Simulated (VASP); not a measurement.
Wanted: the native input for a VASP 6.6.1 run.

```
Task                   : single point
Functional             : PBEsol
Potentials or basis    : VASP PAW PBE potentials, release 64 (Cu, Al)
Cutoff                 : 600 eV
k mesh                 : 7 × 7 × 7
Occupations            : fermi-dirac, width 0.05 eV
Spin                   : no spin polarisation
Dipole correction      : no
Further INCAR settings : ALGO = Normal; EDIFF = 1e-06; NBANDS = 18
```

The structure of Al3Cu lies in POSCAR:

```
Al3Cu
1.0
    3.8978136225      0.0000000000      0.0000000000
    0.0000000000      3.8978136225      0.0000000000
    0.0000000000      0.0000000000      3.8978136225
Cu Al
1 3
Direct
    0.0000000000      0.0000000000      0.0000000000
    0.5000000000      0.5000000000      0.0000000000
    0.5000000000      0.0000000000      0.5000000000
    0.0000000000      0.5000000000      0.5000000000
```

This cell differs from its parent crystal: volume scaled by 0.98.

The input as run:

INCAR

```
PREC = Accurate
ENCUT = 600
EDIFF = 1E-6
ISMEAR = -1
SIGMA = 0.05
LREAL = False
LASPH = True
NELM = 120
ALGO = Normal
ISIF = 2
LWAVE = False
LCHARG = True
GGA = PS
LELF = True
LVHAR = True
NBANDS = 18
GGA_COMPAT = False
```

KPOINTS

```
regular mesh
0
Gamma
  7 7 7
```

Potentials or basis: VASP PAW PBE potentials, release 64 (Cu, Al).

Launch:

```console
$ cat potpaw_PBE.64/Cu/POTCAR potpaw_PBE.64/Al/POTCAR > POTCAR
$ mpirun -np 1 vasp_std > vasp.out
```

It gave:

```json
{
 "Pressure": "-0.5 GPa",
 "Band gap on the k mesh": "zero (band 10 reaches 10.27 eV, above the bottom of band 11 at 6.66 eV)"
}
```

Caveat: the PAW data sets were made with another functional, which shifts forces and pressure a little.

Run time: 44 s on 1 thread of Intel Xeon 8259CL (shared host), peak memory 0.18 GiB.
